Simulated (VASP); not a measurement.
# SiNi2 (P4mm) in VASP: further runs, part 2 of 2

VASP 6.6.1. Earlier steps stand in the parts before.

## (5) Relaxation of cell and atoms, PBE, collinear spin, ferromagnetic start

This run uses another cell than the first one, of 14.20 Å³/atom.

INCAR

```
ALGO = Normal ; EDIFF = 1E-7
EDIFFG = -0.04 ; ENCUT = 600
GGA = PE ; GGA_COMPAT = F
IBRION = 2 ; ISIF = 3
ISMEAR = 0 ; ISPIN = 2
LASPH = T ; LCHARG = F
LMAXMIX = 4 ; LORBIT = 11
LREAL = F ; LWAVE = F
MAGMOM = 0 2 2 ; NELM = 200
NELMIN = 4 ; NSW = 90
PREC = Accurate ; SIGMA = 0.1
```

KPOINTS

```
k-points
0
Gamma
  6 6 4
```

POSCAR

```
SiNi2
1.0
    3.0159787000      0.0000000000      0.0000000000
    0.0000000000      3.0159787000      0.0000000000
    0.0000000000      0.0000000000      4.6832227400
Si Ni
1 2
Direct
    0.0000000000      0.0000000000      0.3998138600
    0.0000000000      0.0000000000      0.8813347600
    0.5000000000      0.5000000000      0.7318053700
```

On the command line:

```console
$ cat potpaw_PBE.64/Si/POTCAR potpaw_PBE.64/Ni/POTCAR > POTCAR
$ mpirun -np 1 vasp_std > vasp.out
```

Run time: 7.7 min. Hardware: 1 thread of Intel Xeon 6975P-C (Granite Rapids), shared host; peak memory 0.21 GiB.

Results (log left out):

| Property | Result |
| --- | --- |
| Free energy | -16.7551 eV |
| Relaxed volume | 12.08 Å³/atom |
| Relaxed cell | a = 2.569 Å, b = 2.569 Å, c = 5.491 Å, α = 90.00°, β = 90.00°, γ = 90.00° |
| Space group after relaxing (to 0.1 Å) | P4mm (No. 99) |
| Energy gained by relaxing | 534.7 meV/atom |
| Ionic steps | 24 |
| Pressure after relaxing | 0.1 GPa |
| Largest force after relaxing | 0.037 eV/Å |
| Band gap on the k mesh | zero (filled and empty bands overlap) |
| Net moment | 0.00 μB per cell |
| Valence electrons inside the program's atomic spheres | Si 1.62; Ni 9.26, 9.52 |

Forces in eV/Å, atoms in the order of the input:
```
Si   0.000  0.000 -0.037
Ni   0.000  0.000  0.015
Ni   0.000  0.000  0.023
```

Stress tensor (GPa, compression positive):
```
0.01 0.00 0.00
0.00 0.01 0.00
0.00 0.00 0.22
```

Step by step:
```
step  energy change (eV)  largest force (eV/Å)  pressure (GPa)  volume (Å³)
   1              0.0000                2.4846            2.34        42.60
   2             -0.4364                1.2866           -5.75        43.84
   3             -0.4504                1.1376           -6.54        44.06
   4             -0.7164                1.0579            0.16        40.74
   5             -0.7742                0.6800            6.70        38.75
   6             -0.8870                0.2156            7.71        38.15
   7             -0.8843                1.8353           16.26        36.30
   8             -0.9666                0.6476           10.24        37.34
   9             -1.0878                0.7054            4.67        38.29
  10             -1.1921                0.7362           -4.03        40.16
  11             -1.1953                0.7320           -5.43        40.53
  12             -1.2542                0.7448           -4.85        40.04
  13             -1.4032                0.7805           -2.37        38.52
  14             -1.5406                0.8937            6.52        35.31
  15             -1.5847                0.5502            2.74        35.67
  16             -1.5885                0.4574            1.08        35.85
  17             -1.5890                0.4368            1.48        35.81
  18             -1.5980                0.2923            0.70        36.02
  19             -1.6027                0.0695           -0.38        36.37
  20             -1.6027                0.0862           -0.35        36.35
  21             -1.6033                0.0598            0.01        36.27
  22             -1.6034                0.0758            0.78        36.11
  23             -1.6036                0.0483            0.43        36.18
  24             -1.6040                0.0374            0.08        36.24
```

Final structure:
```
Si Ni
1.0
     2.56926    0.00000    0.00000
     0.00000    2.56926    0.00000
     0.00000    0.00000    5.49064
Si Ni
1 2
Direct
  0.00000 0.00000 0.38040
  0.00000 0.00000 0.97861
  0.50000 0.50000 0.65395
```

Levels at points of the mesh, in eV from the Fermi level:
Spin up:
```csv
k point,band 8,band 9,band 10,band 11,band 12,band 13,band 14,band 15,band 16,band 17
"(0.00, 0.00, 0.00)",-2.00,-1.23,-1.15,-0.79,-0.79,-0.28,7.77,7.77,8.05,8.39
"(0.50, 0.00, 0.00)",-1.77,-1.61,-0.77,-0.75,-0.42,0.02,0.62,4.12,4.23,11.40
"(0.50, 0.50, 0.00)",-1.46,-0.95,-0.95,-0.52,0.14,0.87,2.55,4.94,6.10,6.10
"(0.00, 0.00, 0.50)",-1.94,-1.15,-0.88,-0.88,-0.28,-0.17,4.00,8.06,8.11,8.11
"(0.50, 0.00, 0.50)",-1.91,-1.87,-1.78,-0.75,-0.73,0.63,0.80,6.43,7.07,7.61
"(0.50, 0.50, 0.50)",-1.82,-0.52,0.14,0.72,0.72,1.26,2.59,2.93,2.93,5.12
```
Spin down:
```tsv
k point	band 9	band 10	band 11	band 12	band 13	band 14	band 15	band 16
(0.00, 0.00, 0.00)	-1.23	-1.15	-0.79	-0.79	-0.28	7.77	7.77	8.05
(0.50, 0.00, 0.00)	-1.61	-0.77	-0.75	-0.42	0.02	0.62	4.12	4.23
(0.50, 0.50, 0.00)	-0.95	-0.95	-0.52	0.14	0.87	2.55	4.94	6.10
(0.00, 0.00, 0.50)	-1.15	-0.88	-0.88	-0.28	-0.17	4.00	8.06	8.11
(0.50, 0.00, 0.50)	-1.87	-1.78	-0.75	-0.73	0.63	0.80	6.43	7.07
(0.50, 0.50, 0.50)	-0.52	0.14	0.72	0.72	1.26	2.59	2.93	2.93
```

Caveat: the moments typed at the start vanished in this run; a cell axis changed by over 15 % at a fixed basis, so the end point is rough.

## (6) Relaxation of cell and atoms, PBE

INCAR

```
ALGO = Normal ; EDIFF = 1E-7
EDIFFG = -0.01 ; ENCUT = 600
GGA = PE ; GGA_COMPAT = F
IBRION = 2 ; ISIF = 3
ISMEAR = 0 ; LASPH = T
LCHARG = F ; LREAL = F
LWAVE = F ; NELM = 120
NELMIN = 4 ; NSW = 100
PREC = Accurate ; SIGMA = 0.1
```

KPOINTS

```
k-points
0
Gamma
  18 18 8
```

POSCAR

```
SiNi2
1.0
    2.5650136655      0.0000000000      0.0000000000
    0.0000000000      2.5650136655      0.0000000000
    0.0000000000      0.0000000000      5.4973921224
Si Ni
1 2
Direct
    0.0000000000      0.0000000000      0.3798206221
    0.0000000000      0.0000000000      0.9790820263
    0.5000000000      0.5000000000      0.6540513416
```

Potentials or basis: VASP PAW PBE potentials, release 64 (Si, Ni).

On the command line:

```console
$ cat potpaw_PBE.64/Si/POTCAR potpaw_PBE.64/Ni/POTCAR > POTCAR
$ mpirun -np 1 vasp_std > vasp.out
```

OUTCAR:

```text
EDIFF = 1E-7
   EDIFFG = -0.01
   ENCUT = 600
   GGA = PE
   IBRION = 2
   ISIF = 3
   ISMEAR = 0
   LASPH = T
   LREAL = F
   NELM = 120
   NELMIN = 4
   NSW = 100
   PREC = Accurate

 ion  position               nearest neighbor table
   1  0.000  0.000  0.380-   2 2.20   3 2.36   3 2.36   3 2.36   3 2.36
   2  0.000  0.000  0.979-   1 2.20   3 2.55   3 2.55   3 2.55   3 2.55
   3  0.500  0.500  0.654-   1 2.36   1 2.36   1 2.36   1 2.36   2 2.55   2 2.55   2 2.55   2 2.55

  LATTYP: Found a simple tetragonal cell.
 ALAT       =     2.5650136655
 C/A-ratio  =     2.1432213779

  Lattice vectors:

 A1 = (   2.5650136655,   0.0000000000,   0.0000000000)
 A2 = (   0.0000000000,   2.5650136655,   0.0000000000)
 A3 = (   0.0000000000,   0.0000000000,   5.4973921224)

Analysis of symmetry for initial positions (statically):
=====================================================================
 Subroutine PRICEL returns:
 Original cell was already a primitive cell.

 Routine SETGRP: Setting up the symmetry group for a
 simple tetragonal supercell.

 Subroutine GETGRP returns: Found  8 space group operations
 (whereof  8 operations were pure point group operations)
 out of a pool of 16 trial point group operations.

The static configuration has the point symmetry C_4v.

Analysis of symmetry for dynamics (positions and initial velocities):
=====================================================================
 Subroutine PRICEL returns:
 Original cell was already a primitive cell.

 Routine SETGRP: Setting up the symmetry group for a
 simple tetragonal supercell.

 Subroutine GETGRP returns: Found  8 space group operations
 (whereof  8 operations were pure point group operations)
 out of a pool of 16 trial point group operations.

The dynamic configuration has the point symmetry C_4v.

 Subroutine INISYM returns: Found  8 space group operations
 (whereof  8 operations are pure point group operations),
 and found     1 'primitive' translations

----------------------------------------------------------------------------------------

                                     Primitive cell

  volume of cell :      36.1690

  direct lattice vectors                    reciprocal lattice vectors
     2.565013665  0.000000000  0.000000000     0.389861471  0.000000000  0.000000000
     0.000000000  2.565013665  0.000000000     0.000000000  0.389861471  0.000000000
     0.000000000  0.000000000  5.497392122     0.000000000  0.000000000  0.181904434

  length of vectors
     2.565013665  2.565013665  5.497392122     0.389861471  0.389861471  0.181904434

  position of ions in fractional coordinates (direct lattice)
     0.000000000  0.000000000  0.379820622
     0.000000000  0.000000000  0.979082026
     0.500000000  0.500000000  0.654051342

  ion indices of the primitive-cell ions
   primitive index   ion index
                 1           1
                 2           2
                 3           3

----------------------------------------------------------------------------------------

 KPOINTS: k-points

Automatic generation of k-mesh.
[... 25 lines left out ...]
  0.111111  0.000000  0.000000      4.000000
  0.166667  0.000000  0.000000      4.000000
  0.222222  0.000000  0.000000      4.000000
  0.277778  0.000000  0.000000      4.000000
[... 16 lines left out ...]
  0.277778  0.111111  0.000000      8.000000
  0.333333  0.111111  0.000000      8.000000
 [... further k-points ...]
   k-points           NKPTS =    275   k-points in BZ     NKDIM =    275   number of bands    NBANDS=     16
   number of dos      NEDOS =    301   number of ions     NIONS =      3
   total plane-waves  NPLWV =  19200
   dimension x,y,z NGX =    20 NGY =   20 NGZ =   48
   dimension x,y,z NGXF=    40 NGYF=   40 NGZF=   96
   ions per type =               1   2
   NGX,Y,Z   is equivalent  to a cutoff of  12.96, 12.96, 14.52 a.u.
   NGXF,Y,Z  is equivalent  to a cutoff of  25.93, 25.93, 29.03 a.u.
 SYSTEM =  unknown system
   PREC   = accura    normal or accurate (medium, high low for compatibility)
   ISTART =      0    job   : 0-new  1-cont  2-samecut
   ICHARG =      2    charge: 1-file 2-atom 10-const
   ISPIN  =      1    spin polarized calculation?
   LNONCOLLINEAR =      F non collinear calculations
   LSORBIT =      F    spin-orbit coupling
   LASPH  =      T    aspherical Exc in radial PAW
   ENCUT  =  600.0 eV  44.10 Ry    6.64 a.u.   5.12  5.12 10.98*2*pi/ulx,y,z
   NELM   =    120;   NELMIN=  4; NELMDL= -5     # of ELM steps
   EDIFF  = 0.1E-06   stopping-criterion for ELM
   LREAL  =      F    real-space projection
   EDIFFG = -.1E-01   stopping-criterion for IOM
   NSW    =    100    number of steps for IOM
   IBRION =      2    ionic relax: 0-MD 1-quasi-New 2-CG
   NFREE  =      1    steps in history (QN), initial steepest desc. (CG)
   ISIF   =      3    stress and relaxation
   ISYM   =      2    0-nonsym 1-usesym 2-fastsym
   POTIM  = 0.5000    time-step for ionic-motion
   TEBEG  =    0.0;   TEEND  =   0.0 temperature during run
   PSTRESS=    0.0 pullay stress
   NELECT =      24.0000    total number of electrons
   NUPDOWN=      -1.0000    fix difference up-down
   EMIN   =  10.00;   EMAX   =-10.00  energy-range for DOS
   EFERMI =   0.00;   METHOD = LEGACY
   ISMEAR =     0;   SIGMA  =   0.10  broadening in eV -4-tet -1-fermi 0-gaus
   EFERMI_NEDOS =   21; number of points for ismear=-14 and -15
   IALGO  =     38    algorithm
   IMIX   =      4    mixing-type and parameters
     AMIX     =   0.40;   BMIX     =  1.00
     AMIX_MAG =   1.60;   BMIX_MAG =  1.00
  volume/ion in A,a.u.               =      12.06        81.36
  Fermi-wavevector in a.u.,A,eV,Ry     =   1.427907  2.698353 27.741164  2.038918
  Thomas-Fermi vector in A             =   2.548026
   LORBIT       =      0    0 simple, 1 ext, 2 COOP (PROOUT), +10 PAW based schemes
   GGA     = PE    functional components
   LHFCALC =     F    Hartree Fock is set to
   AEXX    =    0.0000 exact exchange contribution
   IVDW    =     0    specifies the selected vdW correction
   LEPSILON=     F    determine dielectric tensor
   LRPA    =     F    only Hartree local field effects (RPA)
 conjugate gradient relaxation of ions
 non-spin polarized calculation
 Gauss-broadening in eV      SIGMA  =   0.10
  energy-cutoff  :      600.00
  volume of cell :       36.17
 maximum number of plane-waves:      1222
   NGX = 11   NGY = 11   NGZ = 21

--------------------------------------- Ionic step        1  -------------------------------------------

 number of electron      24.0000022 magnetization

 Free energy of the ion-electron system (eV)
  ---------------------------------------------------
  ext. energy  EPLUGINS =         0.00000000
  ---------------------------------------------------
  free energy    TOTEN  =       -16.73232032 eV

  energy without entropy =      -16.71836485  energy(sigma->0) =      -16.72534259

------------------------ aborting loop because EDIFF is reached ----------------------------------------

  FORCE on cell =-STRESS in cart. coord.  units (eV):
  Direction    XX          YY          ZZ          XY          YZ          ZX
  --------------------------------------------------------------------------------------
  -------------------------------------------------------------------------------------
  Total        0.1874446      0.1874446     -0.0443426      0.0000000      0.0000000      0.0000000
  in kB        8.3032359      8.3032359     -1.9642445      0.0000000      0.0000000      0.0000000
  external PRESSURE =       4.8807424 kB  Pullay stress =       0.0000000 kB
[... 209 lines left out ...]
--------------------------------------- Ionic step        7  -------------------------------------------

 number of electron      24.0000024 magnetization

 Free energy of the ion-electron system (eV)
  ---------------------------------------------------
  ext. energy  EPLUGINS =         0.00000000
  ---------------------------------------------------
  free energy    TOTEN  =       -16.73350539 eV

  energy without entropy =      -16.71950777  energy(sigma->0) =      -16.72650658

 E-fermi :   9.4464     XC(G=0): -12.3093

 val. band max:        9.4446187572   @ k =   0.4444   0.2222   0.0000
 cond. band min:       9.4497046098   @ k =   0.5000   0.0000   0.0000
 fundamental gap:      0.0050858526
 Fermi energy:         9.4463676610

 k-point     1 :       0.0000    0.0000    0.0000
  band No.  band energies     occupation
      1      -3.2771      2.00000
      2       3.1084      2.00000
      3       4.0840      2.00000
      4       5.8914      2.00000
      5       6.4915      2.00000
      6       7.2230      2.00000
[... 433 lines left out ...]
      3       5.1253      2.00000
      4       5.6625      2.00000
      5       6.6775      2.00000
      6       6.9063      2.00000
[... 8 lines left out ...]
     15      15.8863      0.00000
     16      16.3762      0.00000

 [... further k-points ...]
[... 5 lines left out ...]
  --------------------------------------------------------------------------------------
  -------------------------------------------------------------------------------------
  Total        0.0016788      0.0016788     -0.0114347      0.0000000      0.0000000     -0.0000000
  in kB        0.0739789      0.0739789     -0.5038802      0.0000000      0.0000000     -0.0000000
  external PRESSURE =      -0.1186408 kB  Pullay stress =       0.0000000 kB
[... 18 lines left out ...]
  FREE ENERGIE OF THE ION-ELECTRON SYSTEM (eV)
  ---------------------------------------------------
  free  energy   TOTEN  =       -16.7335053879 eV

  energy  without entropy=      -16.7195077699  energy(sigma->0) =      -16.72650658

 reached required accuracy - stopping structural energy minimisation
```

CONTCAR:

```text
SiNi2
   1.00000000000000
     2.5780425560354763    0.0000000000000000    0.0000000000000000
     0.0000000000000000    2.5780425560354763    0.0000000000000000
    -0.0000000000000000    0.0000000000000000    5.4705077504778608
  Si              Ni
     1     2
Direct
     0.0000000000000000    0.0000000000000000    0.3811184292105109
     0.0000000000000000    0.0000000000000000    0.9781579441964503
     0.5000000000000000    0.5000000000000000    0.6536776165930385

  0.00000000E+00  0.00000000E+00  0.00000000E+00
  0.00000000E+00  0.00000000E+00  0.00000000E+00
  0.00000000E+00  0.00000000E+00  0.00000000E+00
```

Run time: 7.4 min. Hardware: 1 thread of Intel Xeon 6975P-C (Granite Rapids), shared host; peak memory 0.31 GiB.

Results:

* Free energy: -16.7335 eV
* Relaxed volume: 12.12 Å³/atom
* Relaxed cell: a = 2.578 Å, b = 2.578 Å, c = 5.471 Å, α = 90.00°, β = 90.00°, γ = 90.00°
* Space group after relaxing (to 0.1 Å): P4mm (No. 99)
* Energy gained by relaxing: 0.4 meV/atom
* Ionic steps: 7
* Pressure after relaxing: 0.0 GPa
* Largest force after relaxing: 0.009 eV/Å
* Band gap on the k mesh: zero (bands 12 and 13 overlap by 1.26 eV)

Forces in eV/Å, atoms in the order of the input:
```
Si   0.000  0.000 -0.009
Ni   0.000  0.000  0.000
Ni   0.000  0.000  0.009
```

Step by step:
```
step  energy change (eV)  largest force (eV/Å)  pressure (GPa)  volume (Å³)
   1              0.0000                0.0308            0.49        36.17
   2             -0.0007                0.0507           -0.27        36.36
   3             -0.0007                0.0535           -0.37        36.39
   4             -0.0011                0.0276           -0.06        36.35
   5             -0.0012                0.0265            0.02        36.35
   6             -0.0012                0.0263            0.04        36.35
   7             -0.0012                0.0087           -0.01        36.36
```

Final structure:
```cif
data_structure
_symmetry_space_group_name_H-M 'P 1'
_symmetry_Int_Tables_number 1
_cell_length_a 2.5780
_cell_length_b 2.5780
_cell_length_c 5.4705
_cell_angle_alpha 90.000
_cell_angle_beta 90.000
_cell_angle_gamma 90.000
_cell_volume 36.36
loop_
_atom_site_label
_atom_site_type_symbol
_atom_site_fract_x
_atom_site_fract_y
_atom_site_fract_z
_atom_site_occupancy
Si1 Si 0.00000 0.00000 0.38112 1
Ni1 Ni 0.00000 0.00000 0.97816 1
Ni2 Ni 0.50000 0.50000 0.65368 1
```

Levels at points of the mesh, in eV from the Fermi level:
| k point | band 8 | band 9 | band 10 | band 11 | band 12 | band 13 | band 14 | band 15 | band 16 |
| --- | --- | --- | --- | --- | --- | --- | --- | --- | --- |
| (0.00, 0.00, 0.00) | -2.03 | -1.22 | -1.19 | -0.81 | -0.81 | -0.29 | 7.63 | 7.63 | 7.99 |
| (0.50, 0.00, 0.00) | -1.80 | -1.64 | -0.77 | -0.76 | -0.46 | 0.00 | 0.61 | 4.10 | 4.22 |
| (0.50, 0.50, 0.00) | -1.47 | -0.98 | -0.98 | -0.57 | 0.12 | 0.82 | 2.51 | 4.87 | 6.07 |
| (0.00, 0.00, 0.50) | -1.98 | -1.19 | -0.90 | -0.90 | -0.29 | -0.11 | 4.06 | 7.98 | 8.00 |
| (0.50, 0.00, 0.50) | -1.91 | -1.88 | -1.82 | -0.75 | -0.74 | 0.57 | 0.78 | 6.45 | 7.12 |
| (0.50, 0.50, 0.50) | -1.84 | -0.57 | 0.12 | 0.70 | 0.70 | 1.20 | 2.54 | 2.88 | 2.88 |

Spin polarisation is off, so any magnetic state and its effect on volume and gap are missing.

## (7) Overview

```csv
task,spin,cell,k mesh,gap on the mesh (eV),pressure (GPa),largest force (eV/Å)
single point,"collinear, ferromagnetic start","a = 3.016, b = 3.016, c = 4.683 Å, 3 atoms, atomic positions A",6 × 6 × 4,none,2.5,2.52
single point,off,"a = 2.577, b = 2.577, c = 5.468 Å, 3 atoms, atomic positions B",18 × 18 × 8,none,0.3,0.03
relaxation of cell and atoms,off,"relaxed from a = 2.565, b = 2.565, c = 5.497 Å, 3 atoms, atomic positions C",18 × 18 × 8,none,0.0,0.01
```

Alike in all rows: level PBE; potentials or basis VASP PAW PBE potentials, release 64 (Si, Ni); cutoff (eV) 600; smearing gaussian 0.1 eV.

Caveats: the stress differs along the axes, from -7 to 7 GPa (at least some runs); forces of over 1 eV/Å act on the atoms, so gaps and moduli don't describe the material at rest (at least some runs).

Absolute energies hang on the potentials; compare differences alone.

The gap in the log of VASP goes by the Fermi energy; the results here count the filled bands.